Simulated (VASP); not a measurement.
WCl2F2:

```
W Cl F
1.0
    -2.18372    2.18372    4.96901
     2.18372   -2.18372    4.96901
     2.18372    2.18372   -4.96901
W Cl F
1 2 2
Direct
  0.00000 0.00000 0.00000
  0.35400 0.35400 0.00000
  0.64600 0.64600 0.00000
  0.75000 0.25000 0.50000
  0.25000 0.75000 0.50000
```

Base run:

| Item | Value |
| --- | --- |
| Program | VASP 6.6.1 |
| Functional | PBE |
| Potentials or basis | VASP PAW PBE potentials, release 64 (W_sv, Cl, F) |
| Cutoff | 520 eV |
| k mesh | 6 × 6 × 6 |
| Occupations | gaussian, width 0.1 eV |
| Spin | collinear spin, ferrimagnetic start |
| Starting moments | [3.79, -0.61, -0.61, -0.41, -0.41] μB |

Its results: band gap on the k mesh zero (filled and empty bands overlap); pressure -3.1 GPa; largest force 1.325 eV/Å.

Question: The run is repeated on the same cell with these changes: spin from collinear spin, ferrimagnetic start to no spin polarisation; further incar settings from ALGO = Normal; EDIFF = 1e-07; NBANDS = 33 to ALGO = Normal; EDIFF = 1e-06; NBANDS = 29. What comes out?

Answer: Band gap on the k mesh zero (band 21 reaches 2.69 eV, above the bottom of band 22 at 2.12 eV); pressure -7.8 GPa; largest force 1.413 eV/Å.

Caveats: spin-orbit coupling is left out, which moves the levels of the heavy elements; forces of over 1 eV/Å act on the atoms, so gaps and moduli don't describe the material at rest.
